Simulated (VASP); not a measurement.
# GeSb2Te4 (I-4m2) in VASP: single point with PBE+D3(BJ)

Aim: the single point of GeSb2Te4 with PBE+D3(BJ).

Everything below comes from runs of VASP 6.6.1. Logs are shortened: lines on timing, memory, paths and dates and some standing lists are left out, and cuts for length are marked.

## 1. The cell of the first run

It takes space group I-4m2 (No. 119, tetragonal). The conventional cell has a = 6.027 Å, b = 6.027 Å, c = 11.872 Å, α = 90.00°, β = 90.00°, γ = 90.00°. Within 3.8 Å of Ge (site symmetry -4m2) lie 6 Te at 2.91 to 3.02 Å. Sb (site symmetry -4m2) has 6 Te at 3.02 Å within 4.0 Å. Within 4.0 Å of Sb (site symmetry -4m2) lie 6 Te at 3.01 to 3.08 Å. Within 4.4 Å of Te (site symmetry 2mm) lie 2 Ge at 3.02 Å and 3 Sb at 3.02 to 3.08 Å and 12 Te at 4.12 to 4.35 Å. Within 3.8 Å of Te (site symmetry 2mm) lie 1 Ge at 2.91 Å and 3 Sb at 3.01 to 3.02 Å.

## 2. Single point, PBE+D3(BJ)

INCAR

```
ALGO = Normal ; EDIFF = 1E-6
ENCUT = 520 ; GGA = PE
ISIF = 2 ; ISMEAR = 0
IVDW = 12 ; LASPH = T
LCHARG = F ; LREAL = F
LWAVE = F ; NBANDS = 33
NELM = 60 ; PREC = Accurate
SIGMA = 0.1
```

KPOINTS

```
k-points
0
Gamma
  8 8 8
```

POSCAR

```
GeSb2Te4
1.0
   -3.0135590046      3.0135590046      5.9359295618
    3.0135590046     -3.0135590046      5.9359295618
    3.0135590046      3.0135590046     -5.9359295618
Ge Sb Te
1 2 4
Direct
    0.0000000000      0.0000000000      0.0000000000
    0.5000000000      0.5000000000      0.0000000000
    0.2500000000      0.7500000000      0.5000000000
    0.5091253531      0.0091253531      0.5000000000
    0.2452631158      0.2452631158      0.0000000000
    0.9908746469      0.4908746469      0.5000000000
    0.7547368842      0.7547368842      0.0000000000
```

Potentials or basis: VASP PAW PBE potentials, release 64 (Ge_d, Sb, Te).

Started as:

```console
$ cat potpaw_PBE.64/Ge_d/POTCAR potpaw_PBE.64/Sb/POTCAR potpaw_PBE.64/Te/POTCAR > POTCAR
$ mpirun -np 1 vasp_std > vasp.out
```

OUTCAR:

```text
EDIFF = 1E-6
   ENCUT = 520
   GGA = PE
   ISIF = 2
   ISMEAR = 0
   IVDW = 12
   LASPH = T
   LREAL = F
   NELM = 60
   PREC = Accurate
 IVDW          = 12

 ion  position               nearest neighbor table
   1  0.000  0.000  0.000-   5 2.91   7 2.91   6 3.02   4 3.02   4 3.02   6 3.02
   2  0.500  0.500  0.000-   4 3.02   6 3.02   4 3.02   6 3.02   5 3.02   7 3.02
   3  0.250  0.750  0.500-   7 3.01   5 3.01   7 3.01   5 3.01   4 3.08   6 3.08
   4  0.509  0.009  0.500-   1 3.02   2 3.02   2 3.02   1 3.02   3 3.08
   5  0.245  0.245  0.000-   1 2.91   3 3.01   3 3.01   2 3.02
   6  0.991  0.491  0.500-   2 3.02   1 3.02   1 3.02   2 3.02   3 3.08
   7  0.755  0.755  0.000-   1 2.91   3 3.01   3 3.01   2 3.02

  LATTYP: Found a body centered tetragonal cell.
 ALAT       =     6.0271180092
 C/A-ratio  =     1.9697406133

  Lattice vectors:

 A1 = (  -3.0135590046,   3.0135590046,   5.9359295618)
 A2 = (   3.0135590046,  -3.0135590046,   5.9359295618)
 A3 = (   3.0135590046,   3.0135590046,  -5.9359295618)

Analysis of symmetry for initial positions (statically):
=====================================================================
 Subroutine PRICEL returns:
 Original cell was already a primitive cell.

 Routine SETGRP: Setting up the symmetry group for a
 body centered tetragonal supercell.

 Subroutine GETGRP returns: Found  8 space group operations
 (whereof  8 operations were pure point group operations)
 out of a pool of 16 trial point group operations.

The static configuration has the point symmetry D_2d.

Analysis of symmetry for dynamics (positions and initial velocities):
=====================================================================
 Subroutine PRICEL returns:
 Original cell was already a primitive cell.

 Routine SETGRP: Setting up the symmetry group for a
 body centered tetragonal supercell.

 Subroutine GETGRP returns: Found  8 space group operations
 (whereof  8 operations were pure point group operations)
 out of a pool of 16 trial point group operations.

The dynamic configuration has the point symmetry D_2d.

 Subroutine INISYM returns: Found  8 space group operations
 (whereof  8 operations are pure point group operations),
 and found     1 'primitive' translations

----------------------------------------------------------------------------------------

                                     Primitive cell

  volume of cell :     215.6295

  direct lattice vectors                    reciprocal lattice vectors
    -3.013559005  3.013559005  5.935929562     0.000000000  0.165916778  0.084232805
     3.013559005 -3.013559005  5.935929562     0.165916778  0.000000000  0.084232805
     3.013559005  3.013559005 -5.935929562     0.165916778  0.165916778  0.000000000

  length of vectors
     7.307416473  7.307416473  7.307416473     0.186074025  0.186074025  0.234641758

  position of ions in fractional coordinates (direct lattice)
     0.000000000  0.000000000  0.000000000
     0.500000000  0.500000000  0.000000000
     0.250000000  0.750000000  0.500000000
     0.509125353  0.009125353  0.500000000
     0.245263116  0.245263116  0.000000000
     0.990874647  0.490874647  0.500000000
     0.754736884  0.754736884  0.000000000

  ion indices of the primitive-cell ions
   primitive index   ion index
                 1           1
                 2           2
                 3           3
                 4           4
                 5           5
                 6           6
                 7           7

----------------------------------------------------------------------------------------

 KPOINTS: k-points

Automatic generation of k-mesh.
 Grid dimensions read from file:
 generate k-points for:    8    8    8

 Generating k-lattice:

  Cartesian coordinates                     Fractional coordinates (reciprocal lattice)
     0.000000000  0.020739597  0.010529101     0.125000000  0.000000000  0.000000000
     0.020739597  0.000000000  0.010529101     0.000000000  0.125000000  0.000000000
     0.020739597  0.020739597  0.000000000     0.000000000  0.000000000  0.125000000

  Length of vectors
     0.023259253  0.023259253  0.029330220

  Shift w.r.t. Gamma in fractional coordinates (k-lattice)
     0.000000000  0.000000000  0.000000000

 Subroutine IBZKPT returns following result:
 ===========================================

 Found     59 irreducible k-points:

 Following reciprocal coordinates:
            Coordinates               Weight
  0.000000  0.000000  0.000000      1.000000
  0.125000  0.000000 -0.000000      8.000000
  0.250000  0.000000 -0.000000      8.000000
  0.375000  0.000000  0.000000      8.000000
  0.500000  0.000000 -0.000000      4.000000
  0.125000  0.125000 -0.000000      8.000000
[... 16 lines left out ...]
  0.250000  0.125000  0.125000     16.000000
  0.375000  0.125000  0.125000      8.000000
 [... further k-points ...]
   k-points           NKPTS =     59   k-points in BZ     NKDIM =     59   number of bands    NBANDS=     33
   number of dos      NEDOS =    301   number of ions     NIONS =      7
   total plane-waves  NPLWV = 157464
   dimension x,y,z NGX =    54 NGY =   54 NGZ =   54
   dimension x,y,z NGXF=   108 NGYF=  108 NGZF=  108
   ions per type =               1   2   4
   NGX,Y,Z   is equivalent  to a cutoff of  12.29, 12.29, 12.29 a.u.
   NGXF,Y,Z  is equivalent  to a cutoff of  24.57, 24.57, 24.57 a.u.
 SYSTEM =  unknown system
   PREC   = accura    normal or accurate (medium, high low for compatibility)
   ISTART =      0    job   : 0-new  1-cont  2-samecut
   ICHARG =      2    charge: 1-file 2-atom 10-const
   ISPIN  =      1    spin polarized calculation?
   LNONCOLLINEAR =      F non collinear calculations
   LSORBIT =      F    spin-orbit coupling
   LASPH  =      T    aspherical Exc in radial PAW
   ENCUT  =  520.0 eV  38.22 Ry    6.18 a.u.  13.59 13.59 13.59*2*pi/ulx,y,z
   NELM   =     60;   NELMIN=  2; NELMDL= -5     # of ELM steps
   EDIFF  = 0.1E-05   stopping-criterion for ELM
   LREAL  =      F    real-space projection
   EDIFFG = 0.1E-04   stopping-criterion for IOM
   NSW    =      0    number of steps for IOM
   IBRION =     -1    ionic relax: 0-MD 1-quasi-New 2-CG
   NFREE  =      0    steps in history (QN), initial steepest desc. (CG)
   ISIF   =      2    stress and relaxation
   ISYM   =      2    0-nonsym 1-usesym 2-fastsym
   POTIM  = 0.5000    time-step for ionic-motion
   TEBEG  =    0.0;   TEEND  =   0.0 temperature during run
   PSTRESS=    0.0 pullay stress
   NELECT =      48.0000    total number of electrons
   NUPDOWN=      -1.0000    fix difference up-down
   EMIN   =  10.00;   EMAX   =-10.00  energy-range for DOS
   EFERMI =   0.00;   METHOD = LEGACY
   ISMEAR =     0;   SIGMA  =   0.10  broadening in eV -4-tet -1-fermi 0-gaus
   EFERMI_NEDOS =   21; number of points for ismear=-14 and -15
   IALGO  =     38    algorithm
   IMIX   =      4    mixing-type and parameters
     AMIX     =   0.40;   BMIX     =  1.00
     AMIX_MAG =   1.60;   BMIX_MAG =  1.00
  volume/ion in A,a.u.               =      30.80       207.88
  Fermi-wavevector in a.u.,A,eV,Ry     =   0.992169  1.874928 13.393579  0.984400
  Thomas-Fermi vector in A             =   2.123962
   LORBIT       =      0    0 simple, 1 ext, 2 COOP (PROOUT), +10 PAW based schemes
   GGA     = PE    functional components
   LHFCALC =     F    Hartree Fock is set to
   AEXX    =    0.0000 exact exchange contribution
   IVDW    =    12    specifies the selected vdW correction
   LEPSILON=     F    determine dielectric tensor
   LRPA    =     F    only Hartree local field effects (RPA)
 non-spin polarized calculation
 Gauss-broadening in eV      SIGMA  =   0.10
  energy-cutoff  :      520.00
  volume of cell :      215.63
 maximum number of plane-waves:      5826
   NGX = 27   NGY = 27   NGZ = 27

 number of electron      47.9999997 magnetization

 Free energy of the ion-electron system (eV)
  ---------------------------------------------------
  ext. energy  EPLUGINS =         0.00000000
  ---------------------------------------------------
  free energy    TOTEN  =       -25.36088318 eV

  energy without entropy =      -25.35341162  energy(sigma->0) =      -25.35714740

 E-fermi :   6.0107     XC(G=0):  -9.3569

 val. band max:        6.0103605196   @ k =   0.5000   0.5000  -0.0000
 cond. band min:       6.0218695594   @ k =   0.3750   0.1250   0.1250
 fundamental gap:      0.0115090399
 Fermi energy:         6.0107439278

 k-point     1 :       0.0000    0.0000    0.0000
  band No.  band energies     occupation
      1     -18.7891      2.00000
      2     -18.7832      2.00000
      3     -18.7762      2.00000
      4     -18.7696      2.00000
      5     -18.7696      2.00000
      6      -7.0576      2.00000
[... 25 lines left out ...]
     32      11.3411      0.00000
     33      11.5425      0.00000

 k-point     2 :       0.1250    0.0000   -0.0000
  band No.  band energies     occupation
      1     -18.7891      2.00000
      2     -18.7832      2.00000
      3     -18.7762      2.00000
      4     -18.7696      2.00000
      5     -18.7696      2.00000
      6      -6.9921      2.00000
[... 25 lines left out ...]
     32      11.1174      0.00000
     33      11.3776      0.00000
[... 754 lines left out ...]
     32       9.6336      0.00000
     33      10.1895      0.00000

 k-point    24 :       0.3750    0.1250    0.1250
  band No.  band energies     occupation
      1     -18.7890      2.00000
      2     -18.7832      2.00000
      3     -18.7761      2.00000
      4     -18.7697      2.00000
      5     -18.7696      2.00000
      6      -6.0258      2.00000
[... 25 lines left out ...]
     32       9.5830      0.00000
     33       9.7798      0.00000

 [... further k-points ...]

------------------------ aborting loop because EDIFF is reached ----------------------------------------

 Edisp (eV)   -2.98819

 E8    (eV) :    -1.3731

  FORCE on cell =-STRESS in cart. coord.  units (eV):
  Direction    XX          YY          ZZ          XY          YZ          ZX
  --------------------------------------------------------------------------------------
  -------------------------------------------------------------------------------------
  Total      -0.05548    -0.05548    -0.03543     0.00000     0.00000     0.00000
  in kB      -0.41226    -0.41226    -0.26327     0.00000     0.00000     0.00000
  external pressure =       -0.36 kB  Pullay stress =        0.00 kB

 VOLUME and BASIS-vectors are now :
 -----------------------------------------------------------------------------
  energy-cutoff  :      520.00
  volume of cell :      215.63
      direct lattice vectors                 reciprocal lattice vectors
    -3.013559005  3.013559005  5.935929562     0.000000000  0.165916778  0.084232805
     3.013559005 -3.013559005  5.935929562     0.165916778  0.000000000  0.084232805
     3.013559005  3.013559005 -5.935929562     0.165916778  0.165916778  0.000000000

 POSITION                                       TOTAL-FORCE (eV/Angst)
 -----------------------------------------------------------------------------------
      0.00000      0.00000      0.00000        -0.000000     -0.000000     -0.000000
      0.00000      0.00000      5.93593        -0.000000     -0.000000     -0.000000
      3.01356     -0.00000      2.96796        -0.000000     -0.000000     -0.000000
      0.00000      3.01356      0.10833         0.000000      0.000000     -0.001993
      0.00000      0.00000      2.91173        -0.000000     -0.000000      0.000906
      0.00000      3.01356      5.82759         0.000000      0.000000      0.001993
      0.00000      0.00000      8.96013         0.000000      0.000000     -0.000906
 -----------------------------------------------------------------------------------
    total drift:                                0.000000     -0.000000     -0.000000

  FREE ENERGIE OF THE ION-ELECTRON SYSTEM (eV)
  ---------------------------------------------------
  free  energy   TOTEN  =       -28.3490760133 eV

  energy  without entropy=      -28.3416044529  energy(sigma->0) =      -28.34534023
```

Wall time 15 min (1 thread of Intel Xeon 8259CL, shared host); peak memory 0.65 GiB.

What came out:

- Free energy: -28.3491 eV
- Pressure: 0.0 GPa
- Band gap on the k mesh: zero (bands 24 and 25 overlap by 0.16 eV)
- Dispersion energy per atom: -0.427 eV

Caveat: spin-orbit coupling is left out, which moves the levels of the heavy elements.
